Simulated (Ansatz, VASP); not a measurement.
**One calculation of SiNi, two programs**

```
Si Ni
1.0
     5.09913    0.00000    0.00000
     0.00000    3.34208    0.00000
     0.00000    0.00000    5.54123
Si Ni
4 4
Direct
  0.32279 0.75000 0.08497
  0.17721 0.25000 0.58497
  0.82279 0.75000 0.41503
  0.67721 0.25000 0.91503
  0.00957 0.25000 0.18702
  0.49043 0.75000 0.68702
  0.50957 0.25000 0.31298
  0.99043 0.75000 0.81298
```

Alike in both runs: functional PBE; dispersion D3(BJ); k mesh 8 × 10 × 6; occupations gaussian, width 0.1 eV; no spin polarisation.

Ansatz relaxed the structure, and its values are those at the end. VASP's run is a single point on that final structure, the one shown.

|  | VASP | Ansatz |
| --- | --- | --- |
| version | VASP 6.6.1 | Ansatz 0.2.0 |
| potentials or method | VASP PAW PBE potentials, release 64 (Si, Ni), cutoff 520 eV | scalar-relativistic, plane waves, PAW |
| valence electrons in the cell | 56 | 88 |

Ansatz gave:

```
gap on the k mesh at the Fermi level (eV) : none
pressure (GPa)                            : 0.0
rms of the force components (eV/Å)        : 0.002
```

What did VASP give for the same quantities?

gap on the k mesh at the Fermi level (eV): none; pressure (GPa): 0.0; rms of the force components (eV/Å): 0.006.

A gap of «none» marks a metal or a gap that the smearing closes. VASP's potentials hold 56 valence electrons a cell and Ansatz's 88, so a difference there can come from the potentials and not from the codes.
